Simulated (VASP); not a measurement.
Write the native input for VASP 6.6.1 that does the following.

```yaml
Task: electric field gradients
Functional: PBE
Potentials_or_basis: VASP PAW PBE potentials, release 64 (Ca_sv)
Cutoff: 520 eV
k_mesh: 11 × 11 × 6
Occupations: fermi-dirac, width 0.08 eV
Spin: no spin polarisation
Dipole_correction: no
Further_INCAR_settings: ALGO = Normal; EDIFF = 1e-08; NBANDS = 17
```

The structure of Ca lies in POSCAR:

```
Ca
1.0
    3.9799995206      0.0000000000      0.0000000000
   -1.9899997603      3.4467806919      0.0000000000
    0.0000000000      0.0000000000      6.5200000000
Ca
2
Direct
    0.3333333333      0.6666666667      0.2500000000
    0.6666666667      0.3333333333      0.7500000000
```

These files were run (other wordings do the same):

INCAR

```
SYSTEM = Ca
  PREC = Accurate
  ENCUT = 520
  EDIFF = 1E-8
  ISMEAR = -1
  SIGMA = 0.08
  LREAL = .False.
  LASPH = .True.
  NELM = 100
  ALGO = Normal
  ISIF = 2
  LWAVE = .False.
  LCHARG = .False.
  GGA = PE
  LEFG = .True.
  NBANDS = 17
```

KPOINTS

```
regular mesh
0
Gamma
  11 11 6
  0 0 0
```

Potentials or basis: VASP PAW PBE potentials, release 64 (Ca_sv).

The run is started by

```bash
$ cat potpaw_PBE.64/Ca_sv/POTCAR > POTCAR
$ mpirun -np 1 vasp_std > vasp.out
```

Results of the run:

```yaml
Pressure: -0.8 GPa
Band_gap_on_the_k_mesh: zero (band 10 reaches 1.97 eV, above the bottom of band 11 at 1.53 eV)
```

Caveat: without QUAD_EFG the Cq values of the log hold for a quadrupole moment of 1 mb, not for the nuclei.

Run time: 62 s on 1 thread of Intel(R) Xeon(R) Platinum 8559C (Emerald Rapids) (shared host), peak memory 0.23 GiB.
